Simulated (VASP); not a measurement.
# Cu (P6_3/mmc) in VASP: notebook

Runs on Cu. Level: LDA. Tasks: single point.

Program: VASP 6.6.1. These are calculated values, not measurements. Logs are shortened: lines on timing, memory, paths and dates and some standing lists are left out, and cuts for length are marked.

## 1. The cell of the first run

It takes space group P6_3/mmc (No. 194, hexagonal). The conventional cell has a = 2.534 Å, b = 2.534 Å, c = 4.113 Å, α = 90.00°, β = 90.00°, γ = 120.00°. Within 3.3 Å of Cu (site symmetry -6m2) lie 12 Cu at 2.52 to 2.53 Å.

## 2. Single point, LDA

Contents of INCAR:

```
PREC = Accurate ; ENCUT = 520
EDIFF = 1E-6 ; ISMEAR = 1
SIGMA = 0.15 ; LREAL = F
LASPH = T ; NELM = 60
ALGO = Normal ; ISIF = 2
LWAVE = F ; LCHARG = F
NBANDS = 18
```

Contents of KPOINTS:

```
regular mesh
0
Gamma
  7 7 4
```

Contents of POSCAR:

```
Cu
1.0
    2.5340970000      0.0000000000      0.0000000000
   -1.2670480000      2.1945920000      0.0000000000
    0.0000000000      0.0000000000      4.1125710000
Cu
2
Direct
    0.3333333333      0.6666666667      0.2500000000
    0.6666666667      0.3333333333      0.7500000000
```

Potentials or basis: VASP PAW LDA potentials, release 64 (Cu).

Command:

```bash
> cat potpaw_LDA.64/Cu/POTCAR > POTCAR
> mpirun -np 1 vasp_std > vasp.out
```

OUTCAR:

```text
PREC = Accurate
   ENCUT = 520
   EDIFF = 1E-6
   ISMEAR = 1
   LREAL = F
   LASPH = T
   NELM = 60
   ISIF = 2

 ion  position               nearest neighbor table
   1  0.333  0.667  0.250-   2 2.52   2 2.52   2 2.52   2 2.52   2 2.52   2 2.52
   2  0.667  0.333  0.750-   1 2.52   1 2.52   1 2.52   1 2.52   1 2.52   1 2.52

  LATTYP: Found a hexagonal cell.
 ALAT       =     2.5340970000
 C/A-ratio  =     1.6228940723

  Lattice vectors:

 A1 = (   2.5340970000,   0.0000000000,   0.0000000000)
 A2 = (  -1.2670480000,   2.1945920000,   0.0000000000)
 A3 = (   0.0000000000,   0.0000000000,   4.1125710000)

Analysis of symmetry for initial positions (statically):
=====================================================================
 Subroutine PRICEL returns:
 Original cell was already a primitive cell.

 Routine SETGRP: Setting up the symmetry group for a
 hexagonal supercell.

 Subroutine GETGRP returns: Found 24 space group operations
 (whereof 12 operations were pure point group operations)
 out of a pool of 24 trial point group operations.

The static configuration has the point symmetry D_3d.
 The point group associated with its full space group is D_6h.

Analysis of symmetry for dynamics (positions and initial velocities):
=====================================================================
 Subroutine PRICEL returns:
 Original cell was already a primitive cell.

 Routine SETGRP: Setting up the symmetry group for a
 hexagonal supercell.

 Subroutine GETGRP returns: Found 24 space group operations
 (whereof 12 operations were pure point group operations)
 out of a pool of 24 trial point group operations.

The dynamic configuration has the point symmetry D_3d.
 The point group associated with its full space group is D_6h.

 Subroutine INISYM returns: Found 24 space group operations
 (whereof 12 operations are pure point group operations),
 and found     1 'primitive' translations

----------------------------------------------------------------------------------------

                                     Primitive cell

  volume of cell :      22.8713

  direct lattice vectors                    reciprocal lattice vectors
     2.534097000  0.000000000  0.000000000     0.394617886  0.227832692  0.000000000
    -1.267048000  2.194592000  0.000000000     0.000000000  0.455665563  0.000000000
     0.000000000  0.000000000  4.112571000     0.000000000  0.000000000  0.243156896

  length of vectors
     2.534097000  2.534096423  4.112571000     0.455665460  0.455665563  0.243156896

  position of ions in fractional coordinates (direct lattice)
     0.333333333  0.666666667  0.250000000
     0.666666667  0.333333333  0.750000000

  ion indices of the primitive-cell ions
   primitive index   ion index
                 1           1
                 2           2

----------------------------------------------------------------------------------------

 KPOINTS: regular mesh

Automatic generation of k-mesh.
 Grid dimensions read from file:
 generate k-points for:    7    7    4

 Generating k-lattice:

  Cartesian coordinates                     Fractional coordinates (reciprocal lattice)
     0.056373984  0.032547527  0.000000000     0.142857143  0.000000000  0.000000000
     0.000000000  0.065095080  0.000000000     0.000000000  0.142857143  0.000000000
     0.000000000  0.000000000  0.060789224     0.000000000  0.000000000  0.250000000

  Length of vectors
     0.065095066  0.065095080  0.060789224

  Shift w.r.t. Gamma in fractional coordinates (k-lattice)
     0.000000000  0.000000000  0.000000000

 Subroutine IBZKPT returns following result:
 ===========================================

 Found     24 irreducible k-points:

 Following reciprocal coordinates:
            Coordinates               Weight
  0.000000  0.000000  0.000000      1.000000
  0.142857  0.000000  0.000000      6.000000
  0.285714 -0.000000  0.000000      6.000000
  0.428571  0.000000  0.000000      6.000000
  0.142857  0.142857  0.000000      6.000000
  0.285714  0.142857  0.000000     12.000000
[... 16 lines left out ...]
  0.428571  0.142857  0.500000      6.000000
  0.285714  0.285714  0.500000      6.000000
   k-points           NKPTS =     24   k-points in BZ     NKDIM =     24   number of bands    NBANDS=     18
   number of dos      NEDOS =    301   number of ions     NIONS =      2
   total plane-waves  NPLWV =  12800
   dimension x,y,z NGX =    20 NGY =   20 NGZ =   32
   dimension x,y,z NGXF=    40 NGYF=   40 NGZF=   64
   ions per type =               2
   NGX,Y,Z   is equivalent  to a cutoff of  13.12, 13.12, 12.94 a.u.
   NGXF,Y,Z  is equivalent  to a cutoff of  26.24, 26.24, 25.87 a.u.
 SYSTEM =  unknown system
   PREC   = accura    normal or accurate (medium, high low for compatibility)
   ISTART =      0    job   : 0-new  1-cont  2-samecut
   ICHARG =      2    charge: 1-file 2-atom 10-const
   ISPIN  =      1    spin polarized calculation?
   LNONCOLLINEAR =      F non collinear calculations
   LSORBIT =      F    spin-orbit coupling
   LASPH  =      T    aspherical Exc in radial PAW
   ENCUT  =  520.0 eV  38.22 Ry    6.18 a.u.   4.71  4.71  7.65*2*pi/ulx,y,z
   NELM   =     60;   NELMIN=  2; NELMDL= -5     # of ELM steps
   EDIFF  = 0.1E-05   stopping-criterion for ELM
   LREAL  =      F    real-space projection
   EDIFFG = 0.1E-04   stopping-criterion for IOM
   NSW    =      0    number of steps for IOM
   IBRION =     -1    ionic relax: 0-MD 1-quasi-New 2-CG
   NFREE  =      0    steps in history (QN), initial steepest desc. (CG)
   ISIF   =      2    stress and relaxation
   ISYM   =      2    0-nonsym 1-usesym 2-fastsym
   POTIM  = 0.5000    time-step for ionic-motion
   TEBEG  =    0.0;   TEEND  =   0.0 temperature during run
   PSTRESS=    0.0 pullay stress
   NELECT =      22.0000    total number of electrons
   NUPDOWN=      -1.0000    fix difference up-down
   EMIN   =  10.00;   EMAX   =-10.00  energy-range for DOS
   EFERMI =   0.00;   METHOD = LEGACY
   ISMEAR =     1;   SIGMA  =   0.15  broadening in eV -4-tet -1-fermi 0-gaus
   EFERMI_NEDOS =   21; number of points for ismear=-14 and -15
   IALGO  =     38    algorithm
   IMIX   =      4    mixing-type and parameters
     AMIX     =   0.40;   BMIX     =  1.00
     AMIX_MAG =   1.60;   BMIX_MAG =  1.00
  volume/ion in A,a.u.               =      11.44        77.17
  Fermi-wavevector in a.u.,A,eV,Ry     =   1.616041  3.053874 35.532798  2.611587
  Thomas-Fermi vector in A             =   2.710691
   LORBIT       =      0    0 simple, 1 ext, 2 COOP (PROOUT), +10 PAW based schemes
   GGA     = CA    functional components
   LHFCALC =     F    Hartree Fock is set to
   AEXX    =    0.0000 exact exchange contribution
   IVDW    =     0    specifies the selected vdW correction
   LEPSILON=     F    determine dielectric tensor
   LRPA    =     F    only Hartree local field effects (RPA)
 non-spin polarized calculation
 Methfessel and Paxton  Order N= 1 SIGMA  =   0.15
  energy-cutoff  :      520.00
  volume of cell :       22.87
 maximum number of plane-waves:       640
 NGX is ok and might be reduce to    20
   NGX =  9   NGY =  9   NGZ = 15

 number of electron      21.9999980 magnetization

 Free energy of the ion-electron system (eV)
  ---------------------------------------------------
  ext. energy  EPLUGINS =         0.00000000
  ---------------------------------------------------
  free energy    TOTEN  =        -9.41211436 eV

  energy without entropy =       -9.41195896  energy(sigma->0) =       -9.41206256

 E-fermi :   7.6102     XC(G=0): -13.2917

 val. band max:        7.5910866716   @ k =   0.4286   0.0000   0.5000
 cond. band min:       7.9416187745   @ k =   0.1429   0.1429   0.2500
 fundamental gap:      0.3505321029
 Fermi energy:         7.6101575829

 k-point     1 :       0.0000    0.0000    0.0000
  band No.  band energies     occupation
      1      -1.8475      2.00000
      2       2.4472      2.00000
      3       4.5777      2.00000
      4       4.6433      2.00000
      5       4.6433      2.00000
      6       4.8672      2.00000
[... 10 lines left out ...]
     17      31.4741      0.00000
     18      31.4742      0.00000

 k-point     2 :       0.1429    0.0000    0.0000
  band No.  band energies     occupation
      1      -1.1834      2.00000
      2       2.8023      2.00000
      3       4.3131      2.00000
      4       4.6333      2.00000
      5       4.7273      2.00000
      6       4.8860      2.00000
[... 10 lines left out ...]
     17      30.8636      0.00000
     18      32.3647      0.00000

 k-point     3 :       0.2857   -0.0000    0.0000
  band No.  band energies     occupation
      1       0.6269      2.00000
      2       3.2485      2.00000
      3       3.7134      2.00000
      4       4.1189      2.00000
      5       4.6179      2.00000
      6       4.7358      2.00000
[... 10 lines left out ...]
     17      25.3002      0.00000
     18      27.9983      0.00000

 k-point     4 :       0.4286    0.0000    0.0000
  band No.  band energies     occupation
      1       2.4573      2.00000
      2       3.0544      2.00000
      3       3.2679      2.00000
      4       4.4232      2.00000
      5       4.5542      2.00000
      6       4.6956      2.00000
[... 375 lines left out ...]
      4       3.9355      2.00000
      5       4.6163      2.00000
      6       4.6163      2.00000
[... 10 lines left out ...]
     17      24.5158      0.00000
     18      24.5158      0.00000

 k-point    23 :       0.4286    0.1429    0.5000
  band No.  band energies     occupation
      1       2.9431      2.00000
      2       2.9431      2.00000
      3       3.8673      2.00000
      4       3.8673      2.00000
      5       4.8157      2.00000
      6       4.8157      2.00000
[... 10 lines left out ...]
     17      26.3749      0.00000
     18      26.3749      0.00000

 k-point    24 :       0.2857    0.2857    0.5000
  band No.  band energies     occupation
      1       3.3716      2.00000
      2       3.3716      2.00000
      3       3.9699      2.00000
      4       3.9699      2.00000
      5       4.3351      2.00000
      6       4.3351      2.00000
[... 10 lines left out ...]
     17      27.0389      0.00000
     18      27.0389      0.00000

------------------------ aborting loop because EDIFF is reached ----------------------------------------

  FORCE on cell =-STRESS in cart. coord.  units (eV):
  Direction    XX          YY          ZZ          XY          YZ          ZX
  --------------------------------------------------------------------------------------
  -------------------------------------------------------------------------------------
  Total       -1.1279133     -1.1279129     -0.9760098     -0.0000003      0.0000000      0.0000000
  in kB      -79.0125090    -79.0124818    -68.3713765     -0.0000180      0.0000000      0.0000000
  external PRESSURE =     -75.4654558 kB  Pullay stress =       0.0000000 kB

 VOLUME and BASIS-vectors are now :
 -----------------------------------------------------------------------------
  energy-cutoff  :      520.00
  volume of cell :       22.87
      direct lattice vectors                 reciprocal lattice vectors
     2.534097000  0.000000000  0.000000000     0.394617886  0.227832692  0.000000000
    -1.267048000  2.194592000  0.000000000     0.000000000  0.455665563  0.000000000
     0.000000000  0.000000000  4.112571000     0.000000000  0.000000000  0.243156896

 POSITION                                       TOTAL-FORCE (eV/Angst)
 -----------------------------------------------------------------------------------
      0.00000      1.46306      1.02814        -0.000000      0.000000      0.000000
      1.26705      0.73153      3.08443         0.000000     -0.000000      0.000000
 -----------------------------------------------------------------------------------
    total drift:                                0.000000     -0.000000      0.000000

  FREE ENERGIE OF THE ION-ELECTRON SYSTEM (eV)
  ---------------------------------------------------
  free  energy   TOTEN  =        -9.4121143562 eV

  energy  without entropy=       -9.4119589556  energy(sigma->0) =       -9.41206256
```

Wall time 7.3 s (1 thread of Intel Xeon Platinum 8259CL at 2.50GHz (Skylake/Cascade Lake), shared host); peak memory 0.12 GiB.

Results:

| Property | Result |
| --- | --- |
| Free energy | -9.4121 eV |
| Pressure | -7.5 GPa |
| Band gap on the k mesh | zero (band 11 reaches 10.21 eV, above the bottom of band 12 at 5.71 eV) |

Caveat: the k points lie up to 0.41 Å⁻¹ apart.

## 3. Single point, LDA

Contents of INCAR:

```
ALGO = Normal
EDIFF = 1E-6
ENCUT = 520
GGA = CA
ISIF = 2
ISMEAR = 1
LASPH = True
LCHARG = False
LREAL = False
LWAVE = False
NBANDS = 18
NELM = 60
PREC = Accurate
SIGMA = 0.15
```

Contents of KPOINTS:

```
k-points
0
Gamma
  9 9 5
```

POSCAR is that of step 2.

Potentials or basis: VASP PAW LDA potentials, release 64 (Cu).

Command:

```bash
> cat potpaw_LDA.64/Cu/POTCAR > POTCAR
> mpirun -np 1 vasp_std > vasp.out
```

OUTCAR:

```text
EDIFF = 1E-6
   ENCUT = 520
   GGA = CA
   ISIF = 2
   ISMEAR = 1
   LASPH = True
   LREAL = False
   NELM = 60
   PREC = Accurate

 ion  position               nearest neighbor table
   1  0.333  0.667  0.250-   2 2.52   2 2.52   2 2.52   2 2.52   2 2.52   2 2.52
   2  0.667  0.333  0.750-   1 2.52   1 2.52   1 2.52   1 2.52   1 2.52   1 2.52

  LATTYP: Found a hexagonal cell.
 ALAT       =     2.5340970000
 C/A-ratio  =     1.6228940723

  Lattice vectors:

[... 693 lines left out ...]

------------------------ aborting loop because EDIFF is reached ----------------------------------------

  FORCE on cell =-STRESS in cart. coord.  units (eV):
  Direction    XX          YY          ZZ          XY          YZ          ZX
  --------------------------------------------------------------------------------------
  -------------------------------------------------------------------------------------
  Total       -1.1932700     -1.1932696     -0.6027978     -0.0000003     -0.0000000      0.0000000
  in kB      -83.5908767    -83.5908480    -42.2271522     -0.0000190     -0.0000000      0.0000000
  external PRESSURE =     -69.8029590 kB  Pullay stress =       0.0000000 kB

 VOLUME and BASIS-vectors are now :
 -----------------------------------------------------------------------------
  energy-cutoff  :      520.00
  volume of cell :       22.87
      direct lattice vectors                 reciprocal lattice vectors
     2.534097000  0.000000000  0.000000000     0.394617886  0.227832692  0.000000000
    -1.267048000  2.194592000  0.000000000     0.000000000  0.455665563  0.000000000
     0.000000000  0.000000000  4.112571000     0.000000000  0.000000000  0.243156896

 POSITION                                       TOTAL-FORCE (eV/Angst)
 -----------------------------------------------------------------------------------
      0.00000      1.46306      1.02814        -0.000000      0.000000      0.000000
      1.26705      0.73153      3.08443         0.000000      0.000000      0.000000
 -----------------------------------------------------------------------------------
    total drift:                                0.000000     -0.000000      0.000000

  FREE ENERGIE OF THE ION-ELECTRON SYSTEM (eV)
  ---------------------------------------------------
  free  energy   TOTEN  =        -9.4143540723 eV

  energy  without entropy=       -9.4151523048  energy(sigma->0) =       -9.41462015
```

OSZICAR:

```text
N       E                     dE             d eps       ncg     rms          rms(c)
DAV:   1     0.112464489935E+03    0.11246E+03   -0.10677E+04  1488   0.225E+03
DAV:   2    -0.560734738272E+01   -0.11807E+03   -0.11200E+03  1298   0.282E+02
DAV:   3    -0.113357675913E+02   -0.57284E+01   -0.54651E+01  1472   0.841E+01
DAV:   4    -0.113967301537E+02   -0.60963E-01   -0.60919E-01  1580   0.918E+00
DAV:   5    -0.113975949857E+02   -0.86483E-03   -0.86481E-03  1660   0.940E-01    0.112E+01
DAV:   6    -0.101969637396E+02    0.12006E+01   -0.11883E+01  1376   0.103E+02    0.559E+00
DAV:   7    -0.944354214597E+01    0.75342E+00   -0.24013E+00  1432   0.421E+01    0.723E-01
DAV:   8    -0.941960447232E+01    0.23938E-01   -0.24167E-02  1826   0.241E+00    0.525E-01
DAV:   9    -0.941431868060E+01    0.52858E-02   -0.70011E-03  1618   0.244E+00    0.137E-02
DAV:  10    -0.941435477623E+01   -0.36096E-04   -0.20786E-04  1592   0.178E-01    0.111E-02
DAV:  11    -0.941435407228E+01    0.70394E-06   -0.47972E-06  1498   0.566E-02
   1 F= -.94143541E+01 E0= -.94146201E+01  d E =0.798233E-03
```

Run time: 9.7 s. Hardware: 1 thread of Intel Xeon Platinum 8259CL at 2.50GHz (Skylake/Cascade Lake), shared host; peak memory 0.13 GiB.

What came out:

- Free energy: -9.4144 eV
- Pressure: -7.0 GPa
- Band gap on the k mesh: zero (band 11 reaches 11.74 eV, above the bottom of band 12 at 5.83 eV)

Stress tensor (GPa, compression positive):
```
-8.36  0.00  0.00
 0.00 -8.36  0.00
 0.00  0.00 -4.22
```

Levels at points of the mesh, in eV from the Fermi level:
| k point | band 9 | band 10 | band 11 | band 12 | band 13 | band 14 |
| --- | --- | --- | --- | --- | --- | --- |
| (0.00, 0.00, 0.00) | -2.74 | -1.93 | -1.93 | -1.15 | 3.83 | 21.49 |
